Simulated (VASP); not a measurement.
# BP (F-43m) in VASP: further runs

Runs on BP. Level: PBE. Tasks: single point.

Program: VASP 6.6.1. These are calculated values, not measurements. Logs are shortened: lines on timing, memory, paths and dates and some standing lists are left out, and cuts for length are marked.

### Step 1. The cell of the first run

The structure is cubic, space group F-43m (No. 216). The conventional cell has a = 4.446 Å, b = 4.446 Å, c = 4.446 Å, α = 90.00°, β = 90.00°, γ = 90.00°. Within 2.6 Å of B (site symmetry -43m) lie 4 P at 1.93 Å. P (site symmetry -43m) has 4 B at 1.93 Å within 2.6 Å.

### Step 2. Single point, PBE (strain -2.0%)

INCAR reads:

```
SYSTEM = BP
PREC     = Accurate       ! precision mode
ENCUT    = 520            ! plane-wave cutoff, eV
EDIFF    = 1E-6           ! SCF threshold, eV
ISMEAR   = 0              ! smearing method
SIGMA    = 0.01           ! smearing width, eV
LREAL    = .False.        ! projectors in reciprocal space
LASPH    = .True.         ! aspherical terms in the spheres
NELM     = 100            ! most SCF steps
ALGO     = Normal         ! electronic algorithm
ISIF     = 2              ! what is computed and relaxed
LWAVE    = .False.        ! write WAVECAR
LCHARG   = .False.        ! write CHGCAR
GGA      = PE             ! functional
NBANDS   = 11             ! bands
```

KPOINTS reads:

```
regular mesh
0
Gamma
  6 6 6
  0 0 0
```

POSCAR reads:

```
BP
1.0
    0.0000000000      2.2229493555      2.2229493555
    2.2229493555      0.0000000000      2.2229493555
    2.2229493555      2.2229493555      0.0000000000
B P
1 1
Direct
    0.0000000000      0.0000000000      0.0000000000
    0.2500000000      0.2500000000      0.2500000000
```

Potentials or basis: VASP PAW PBE potentials, release 64 (B, P).

Command:

```sh
> cat potpaw_PBE.64/B/POTCAR potpaw_PBE.64/P/POTCAR > POTCAR
> mpirun -np 1 vasp_std > vasp.out
```

OUTCAR:

```text
SYSTEM = BP
   PREC = Accurate
   ENCUT = 520
   EDIFF = 1E-6
   ISMEAR = 0
   LREAL = .False.
   LASPH = .True.
   NELM = 100
   ISIF = 2
   GGA = PE

 ion  position               nearest neighbor table
   1  0.000  0.000  0.000-   2 1.93   2 1.93   2 1.93   2 1.93
   2  0.250  0.250  0.250-   1 1.93   1 1.93   1 1.93   1 1.93

  LATTYP: Found a face centered cubic cell.
 ALAT       =     4.4458987110

  Lattice vectors:

 A1 = (   0.0000000000,   2.2229493555,   2.2229493555)
 A2 = (   2.2229493555,   0.0000000000,   2.2229493555)
 A3 = (   2.2229493555,   2.2229493555,   0.0000000000)

Analysis of symmetry for initial positions (statically):
=====================================================================
 Subroutine PRICEL returns:
 Original cell was already a primitive cell.

 Routine SETGRP: Setting up the symmetry group for a
 face centered cubic supercell.

 Subroutine GETGRP returns: Found 24 space group operations
 (whereof 24 operations were pure point group operations)
 out of a pool of 48 trial point group operations.

The static configuration has the point symmetry T_d .

Analysis of symmetry for dynamics (positions and initial velocities):
=====================================================================
 Subroutine PRICEL returns:
 Original cell was already a primitive cell.

 Routine SETGRP: Setting up the symmetry group for a
 face centered cubic supercell.

 Subroutine GETGRP returns: Found 24 space group operations
 (whereof 24 operations were pure point group operations)
 out of a pool of 48 trial point group operations.

The dynamic configuration has the point symmetry T_d .

 Subroutine INISYM returns: Found 24 space group operations
 (whereof 24 operations are pure point group operations),
 and found     1 'primitive' translations

----------------------------------------------------------------------------------------

                                     Primitive cell

  volume of cell :      21.9694

  direct lattice vectors                    reciprocal lattice vectors
     0.000000000  2.222949355  2.222949355    -0.224926402  0.224926402  0.224926402
     2.222949355  0.000000000  2.222949355     0.224926402 -0.224926402  0.224926402
     2.222949355  2.222949355  0.000000000     0.224926402  0.224926402 -0.224926402

  length of vectors
     3.143725127  3.143725127  3.143725127     0.389583956  0.389583956  0.389583956

  position of ions in fractional coordinates (direct lattice)
     0.000000000  0.000000000  0.000000000
     0.250000000  0.250000000  0.250000000

  ion indices of the primitive-cell ions
   primitive index   ion index
                 1           1
                 2           2

----------------------------------------------------------------------------------------

 KPOINTS: regular mesh

Automatic generation of k-mesh.
 Grid dimensions read from file:
 generate k-points for:    6    6    6

 Generating k-lattice:

  Cartesian coordinates                     Fractional coordinates (reciprocal lattice)
    -0.037487734  0.037487734  0.037487734     0.166666667  0.000000000  0.000000000
     0.037487734 -0.037487734  0.037487734     0.000000000  0.166666667  0.000000000
     0.037487734  0.037487734 -0.037487734     0.000000000  0.000000000  0.166666667

  Length of vectors
     0.064930659  0.064930659  0.064930659

  Shift w.r.t. Gamma in fractional coordinates (k-lattice)
     0.000000000  0.000000000  0.000000000

 Subroutine IBZKPT returns following result:
 ===========================================

 Found     16 irreducible k-points:

 Following reciprocal coordinates:
            Coordinates               Weight
  0.000000  0.000000  0.000000      1.000000
  0.166667  0.000000  0.000000      8.000000
  0.333333  0.000000  0.000000      8.000000
  0.500000  0.000000  0.000000      4.000000
  0.166667  0.166667  0.000000      6.000000
  0.333333  0.166667  0.000000     24.000000
[... 8 lines left out ...]
 -0.333333  0.333333  0.166667     24.000000
 -0.333333  0.500000  0.166667     12.000000
   k-points           NKPTS =     16   k-points in BZ     NKDIM =     16   number of bands    NBANDS=     11
   number of dos      NEDOS =    301   number of ions     NIONS =      2
   total plane-waves  NPLWV =  13824
   dimension x,y,z NGX =    24 NGY =   24 NGZ =   24
   dimension x,y,z NGXF=    48 NGYF=   48 NGZF=   48
   ions per type =               1   1
   NGX,Y,Z   is equivalent  to a cutoff of  12.69, 12.69, 12.69 a.u.
   NGXF,Y,Z  is equivalent  to a cutoff of  25.38, 25.38, 25.38 a.u.
 SYSTEM =  BP
   PREC   = accura    normal or accurate (medium, high low for compatibility)
   ISTART =      0    job   : 0-new  1-cont  2-samecut
   ICHARG =      2    charge: 1-file 2-atom 10-const
   ISPIN  =      1    spin polarized calculation?
   LNONCOLLINEAR =      F non collinear calculations
   LSORBIT =      F    spin-orbit coupling
   LASPH  =      T    aspherical Exc in radial PAW
   ENCUT  =  520.0 eV  38.22 Ry    6.18 a.u.   5.85  5.85  5.85*2*pi/ulx,y,z
   NELM   =    100;   NELMIN=  2; NELMDL= -5     # of ELM steps
   EDIFF  = 0.1E-05   stopping-criterion for ELM
   LREAL  =      F    real-space projection
   EDIFFG = 0.1E-04   stopping-criterion for IOM
   NSW    =      0    number of steps for IOM
   IBRION =     -1    ionic relax: 0-MD 1-quasi-New 2-CG
   NFREE  =      0    steps in history (QN), initial steepest desc. (CG)
   ISIF   =      2    stress and relaxation
   ISYM   =      2    0-nonsym 1-usesym 2-fastsym
   POTIM  = 0.5000    time-step for ionic-motion
   TEBEG  =    0.0;   TEEND  =   0.0 temperature during run
   PSTRESS=    0.0 pullay stress
   NELECT =       8.0000    total number of electrons
   NUPDOWN=      -1.0000    fix difference up-down
   EMIN   =  10.00;   EMAX   =-10.00  energy-range for DOS
   EFERMI =   0.00;   METHOD = LEGACY
   ISMEAR =     0;   SIGMA  =   0.01  broadening in eV -4-tet -1-fermi 0-gaus
   EFERMI_NEDOS =   21; number of points for ismear=-14 and -15
   IALGO  =     38    algorithm
   IMIX   =      4    mixing-type and parameters
     AMIX     =   0.40;   BMIX     =  1.00
     AMIX_MAG =   1.60;   BMIX_MAG =  1.00
  volume/ion in A,a.u.               =      10.98        74.13
  Fermi-wavevector in a.u.,A,eV,Ry     =   1.169047  2.209178 18.594682  1.366671
  Thomas-Fermi vector in A             =   2.305525
   LORBIT       =      0    0 simple, 1 ext, 2 COOP (PROOUT), +10 PAW based schemes
   GGA     = PE    functional components
   LHFCALC =     F    Hartree Fock is set to
   AEXX    =    0.0000 exact exchange contribution
   IVDW    =     0    specifies the selected vdW correction
   LEPSILON=     F    determine dielectric tensor
   LRPA    =     F    only Hartree local field effects (RPA)
 non-spin polarized calculation
 Gauss-broadening in eV      SIGMA  =   0.01
  energy-cutoff  :      520.00
  volume of cell :       21.97
 maximum number of plane-waves:       609
   NGX = 11   NGY = 11   NGZ = 11

 number of electron       8.0000000 magnetization

 Free energy of the ion-electron system (eV)
  ---------------------------------------------------
  ext. energy  EPLUGINS =         0.00000000
  ---------------------------------------------------
  free energy    TOTEN  =       -12.85632875 eV

  energy without entropy =      -12.85632875  energy(sigma->0) =      -12.85632875

 E-fermi :   8.3016     XC(G=0): -11.1709

 val. band max:        8.1822373109   @ k =   0.0000   0.0000   0.0000
 cond. band min:       9.3842136018   @ k =   0.5000   0.5000   0.0000
 fundamental gap:      1.2019762908
 Fermi energy:         8.3015843112

 k-point     1 :       0.0000    0.0000    0.0000
  band No.  band energies     occupation
      1      -7.8397      2.00000
      2       8.1822      2.00000
      3       8.1822      2.00000
      4       8.1822      2.00000
      5      11.6785      0.00000
      6      11.6785      0.00000
      7      11.6785      0.00000
      8      16.5106      0.00000
      9      20.1263      0.00000
     10      20.4870      0.00000
     11      20.4870      0.00000

 k-point     2 :       0.1667    0.0000    0.0000
  band No.  band energies     occupation
      1      -7.3158      2.00000
      2       5.2399      2.00000
      3       7.4838      2.00000
      4       7.4838      2.00000
      5      12.4332      0.00000
      6      12.6262      0.00000
      7      12.6262      0.00000
      8      17.6112      0.00000
      9      19.2346      0.00000
     10      19.2346      0.00000
     11      21.4279      0.00000

 k-point     3 :       0.3333    0.0000    0.0000
  band No.  band energies     occupation
      1      -5.8154      2.00000
      2       1.1664      2.00000
      3       6.6493      2.00000
      4       6.6493      2.00000
      5      12.4244      0.00000
      6      13.1279      0.00000
      7      13.1279      0.00000
      8      18.6302      0.00000
      9      20.2965      0.00000
     10      20.2965      0.00000
     11      22.2546      0.00000

 k-point     4 :       0.5000    0.0000    0.0000
  band No.  band energies     occupation
      1      -4.2744      2.00000
      2      -1.3040      2.00000
      3       6.3508      2.00000
      4       6.3508      2.00000
      5      12.3360      0.00000
      6      12.9313      0.00000
      7      12.9313      0.00000
      8      18.5179      0.00000
      9      23.2122      0.00000
     10      23.2122      0.00000
     11      23.6332      0.00000

 k-point     5 :       0.1667    0.1667    0.0000
  band No.  band energies     occupation
      1      -7.1403      2.00000
      2       6.2741      2.00000
      3       6.3450      2.00000
      4       6.3450      2.00000
      5      10.6454      0.00000
      6      14.2832      0.00000
      7      14.2832      0.00000
      8      15.3148      0.00000
      9      19.4986      0.00000
     10      21.2385      0.00000
     11      22.2536      0.00000
[... 99 lines left out ...]
 k-point    13 :       0.5000    0.5000    0.0000
  band No.  band energies     occupation
      1      -2.6546      2.00000
      2      -0.7240      2.00000
      3       3.8422      2.00000
      4       3.8422      2.00000
      5       9.3842      0.00000
      6       9.7814      0.00000
      7      20.8890      0.00000
      8      20.8890      0.00000
      9      24.1804      0.00000
     10      25.3415      0.00000
     11      26.7957      0.00000

 k-point    14 :       0.5000    0.3333    0.1667
  band No.  band energies     occupation
      1      -4.5182      2.00000
      2       1.4824      2.00000
      3       2.8867      2.00000
      4       4.7277      2.00000
      5      12.2338      0.00000
      6      13.7687      0.00000
      7      14.9972      0.00000
      8      18.1189      0.00000
      9      21.4119      0.00000
     10      22.1783      0.00000
     11      26.8239      0.00000

 k-point    15 :      -0.3333    0.3333    0.1667
  band No.  band energies     occupation
      1      -3.0849      2.00000
      2      -0.2719      2.00000
      3       2.4054      2.00000
      4       3.9570      2.00000
      5      12.6910      0.00000
      6      14.1146      0.00000
      7      17.1499      0.00000
      8      17.7223      0.00000
      9      19.0420      0.00000
     10      23.5219      0.00000
     11      26.5768      0.00000

 k-point    16 :      -0.3333    0.5000    0.1667
  band No.  band energies     occupation
      1      -2.4175      2.00000
      2      -0.3245      2.00000
      3       2.5578      2.00000
      4       2.6721      2.00000
      5      11.9975      0.00000
      6      12.7361      0.00000
      7      17.6897      0.00000
      8      18.4130      0.00000
      9      21.5932      0.00000
     10      24.9361      0.00000
     11      25.5062      0.00000

------------------------ aborting loop because EDIFF is reached ----------------------------------------

  FORCE on cell =-STRESS in cart. coord.  units (eV):
  Direction    XX          YY          ZZ          XY          YZ          ZX
  --------------------------------------------------------------------------------------
  -------------------------------------------------------------------------------------
  Total        1.7096912      1.7096912      1.7096912      0.0000000      0.0000000      0.0000000
  in kB      124.6836613    124.6836613    124.6836613      0.0000000      0.0000000      0.0000000
  external PRESSURE =     124.6836613 kB  Pullay stress =       0.0000000 kB

 VOLUME and BASIS-vectors are now :
 -----------------------------------------------------------------------------
  energy-cutoff  :      520.00
  volume of cell :       21.97
      direct lattice vectors                 reciprocal lattice vectors
     0.000000000  2.222949355  2.222949355    -0.224926402  0.224926402  0.224926402
     2.222949355  0.000000000  2.222949355     0.224926402 -0.224926402  0.224926402
     2.222949355  2.222949355  0.000000000     0.224926402  0.224926402 -0.224926402

 POSITION                                       TOTAL-FORCE (eV/Angst)
 -----------------------------------------------------------------------------------
      0.00000      0.00000      0.00000         0.000000      0.000000      0.000000
      1.11147      1.11147      1.11147        -0.000000     -0.000000     -0.000000
 -----------------------------------------------------------------------------------
    total drift:                                0.000000      0.000000      0.000000

  FREE ENERGIE OF THE ION-ELECTRON SYSTEM (eV)
  ---------------------------------------------------
  free  energy   TOTEN  =       -12.8563287467 eV

  energy  without entropy=      -12.8563287467  energy(sigma->0) =      -12.85632875
```

It took 1.8 s on 1 thread of Intel Xeon 6975P-C (Granite Rapids), shared host; peak memory 0.13 GiB.

Results:

- Free energy: -12.8563 eV
- Pressure: 12.5 GPa
- Band gap on the k mesh: 1.20 eV, indirect (least direct gap 3.50 eV)

Levels at points of the mesh, in eV from the valence-band top:
| k point | band 1 | band 2 | band 3 | band 4 | band 5 | band 6 | band 7 | band 8 | band 9 |
| --- | --- | --- | --- | --- | --- | --- | --- | --- | --- |
| (0.00, 0.00, 0.00) | -16.02 | 0.00 | 0.00 | 0.00 | 3.50 | 3.50 | 3.50 | 8.33 | 11.94 |
| (0.50, 0.00, 0.00) | -12.46 | -9.49 | -1.83 | -1.83 | 4.15 | 4.75 | 4.75 | 10.34 | 15.03 |
| (0.50, 0.50, 0.00) | -10.84 | -8.91 | -4.34 | -4.34 | 1.20 | 1.60 | 12.71 | 12.71 | 16.00 |

Caveat: the cell differs from its parent crystal (strain -2.0%). A k mesh can miss the band edges.

### Step 3. Single point, PBE (strain -1.0%)

INCAR reads:

```
PREC = Accurate ; ENCUT = 520
EDIFF = 1E-6 ; ISMEAR = 0
SIGMA = 0.01 ; LREAL = F
LASPH = T ; NELM = 100
ALGO = Normal ; ISIF = 2
LWAVE = F ; LCHARG = F
GGA = PE ; NBANDS = 11
```

KPOINTS reads:

```
Automatic mesh
0
Gamma
  6 6 6
```

POSCAR reads:

```
BP
1.0
    0.0000000000      2.2456325122      2.2456325122
    2.2456325122      0.0000000000      2.2456325122
    2.2456325122      2.2456325122      0.0000000000
B P
1 1
Direct
    0.0000000000      0.0000000000      0.0000000000
    0.2500000000      0.2500000000      0.2500000000
```

Potentials or basis: VASP PAW PBE potentials, release 64 (B, P).

Command:

```sh
> cat potpaw_PBE.64/B/POTCAR potpaw_PBE.64/P/POTCAR > POTCAR
> mpirun -np 1 vasp_std > vasp.out
```

Wall time 1.7 s (1 thread of Intel Xeon 6975P-C (Granite Rapids), shared host); peak memory 0.13 GiB.

It converged, with:

* Free energy: -12.8966 eV
* Pressure: 6.5 GPa
* Band gap on the k mesh: 1.27 eV, indirect (least direct gap 3.45 eV)

Levels at points of the mesh, in eV from the valence-band top:
```tsv
k point	band 1	band 2	band 3	band 4	band 5	band 6	band 7	band 8
(0.00, 0.00, 0.00)	-15.74	0.00	0.00	0.00	3.45	3.45	3.45	7.85
(0.50, 0.00, 0.00)	-12.30	-9.26	-1.80	-1.80	3.97	4.73	4.73	10.23
(0.50, 0.50, 0.00)	-10.72	-8.75	-4.23	-4.23	1.27	1.63	12.42	12.42
```

Caveat: the cell differs from its parent crystal (strain -1.0%).

### Step 4. Single point, PBE (strain +1.0%)

INCAR reads:

```
PREC = Accurate
ENCUT = 520
EDIFF = 1E-6
ISMEAR = 0
SIGMA = 0.01
LREAL = F
LASPH = T
NELM = 100
ALGO = Normal
ISIF = 2
LWAVE = F
LCHARG = F
GGA = PE
NBANDS = 11
```

KPOINTS is that of step 3.

POSCAR reads:

```
BP
1.0
    0.0000000000      2.2909988256      2.2909988256
    2.2909988256      0.0000000000      2.2909988256
    2.2909988256      2.2909988256      0.0000000000
B P
1 1
Direct
    0.0000000000      0.0000000000      0.0000000000
    0.2500000000      0.2500000000      0.2500000000
```

Potentials or basis: VASP PAW PBE potentials, release 64 (B, P).

Command:

```sh
> cat potpaw_PBE.64/B/POTCAR potpaw_PBE.64/P/POTCAR > POTCAR
> mpirun -np 1 vasp_std > vasp.out
```

OUTCAR:

```text
PREC = Accurate
   ENCUT = 520
   EDIFF = 1E-6
   ISMEAR = 0
   LREAL = F
   LASPH = T
   NELM = 100
   ISIF = 2
   GGA = PE

 ion  position               nearest neighbor table
   1  0.000  0.000  0.000-   2 1.98   2 1.98   2 1.98   2 1.98
   2  0.250  0.250  0.250-   1 1.98   1 1.98   1 1.98   1 1.98

  LATTYP: Found a face centered cubic cell.
 ALAT       =     4.5819976512

  Lattice vectors:

 A1 = (   0.0000000000,   2.2909988256,   2.2909988256)
[... 399 lines left out ...]
------------------------ aborting loop because EDIFF is reached ----------------------------------------

  FORCE on cell =-STRESS in cart. coord.  units (eV):
  Direction    XX          YY          ZZ          XY          YZ          ZX
  --------------------------------------------------------------------------------------
  -------------------------------------------------------------------------------------
  Total       -0.5279915     -0.5279915     -0.5279915      0.0000000      0.0000000     -0.0000000
  in kB      -35.1749050    -35.1749050    -35.1749050      0.0000000      0.0000000     -0.0000000
  external PRESSURE =     -35.1749050 kB  Pullay stress =       0.0000000 kB

 VOLUME and BASIS-vectors are now :
 -----------------------------------------------------------------------------
  energy-cutoff  :      520.00
  volume of cell :       24.05
      direct lattice vectors                 reciprocal lattice vectors
     0.000000000  2.290998826  2.290998826    -0.218245420  0.218245420  0.218245420
     2.290998826  0.000000000  2.290998826     0.218245420 -0.218245420  0.218245420
     2.290998826  2.290998826  0.000000000     0.218245420  0.218245420 -0.218245420

 POSITION                                       TOTAL-FORCE (eV/Angst)
 -----------------------------------------------------------------------------------
      0.00000      0.00000      0.00000        -0.000000     -0.000000     -0.000000
      1.14550      1.14550      1.14550         0.000000      0.000000      0.000000
 -----------------------------------------------------------------------------------
    total drift:                                0.000000      0.000000      0.000000

  FREE ENERGIE OF THE ION-ELECTRON SYSTEM (eV)
  ---------------------------------------------------
  free  energy   TOTEN  =       -12.9081345613 eV

  energy  without entropy=      -12.9081345613  energy(sigma->0) =      -12.90813456
```

Run time: 1.8 s. Hardware: 1 thread of Intel Xeon 6975P-C (Granite Rapids), shared host; peak memory 0.13 GiB.

What came out:

| Item | Value |
| --- | --- |
| Free energy | -12.9081 eV |
| Pressure | -3.5 GPa |
| Band gap on the k mesh | 1.39 eV, indirect (least direct gap 3.36 eV) |

Levels at points of the mesh, in eV from the valence-band top:
```
           k point  band 1  band 2  band 3  band 4  band 5  band 6  band 7  band 8
(0.00, 0.00, 0.00)  -15.21    0.00    0.00    0.00    3.36    3.36    3.36    6.94
(0.50, 0.00, 0.00)  -11.99   -8.83   -1.72   -1.72    3.61    4.69    4.69   10.02
(0.50, 0.50, 0.00)  -10.50   -8.44   -4.01   -4.01    1.39    1.68   11.85   11.85
```

Caveat: the cell differs from its parent crystal (strain +1.0%).

### Step 5. Overview

| cell | gap on the mesh (eV) | pressure (GPa) |
| --- | --- | --- |
| a = 3.144 Å, angles 60.0°, 2 atoms | 1.20 | 12.5 |
| a = 3.176 Å, angles 60.0°, 2 atoms | 1.27 | 6.5 |
| a = 3.240 Å, angles 60.0°, 2 atoms | 1.39 | -3.5 |

Alike in all rows: task single point; level PBE; potentials or basis VASP PAW PBE potentials, release 64 (B, P); no spin polarisation; k mesh 6 × 6 × 6; cutoff (eV) 520; smearing gaussian 0.01 eV.

Total energies depend on the potentials used, so only differences within one code and one set of settings carry meaning.
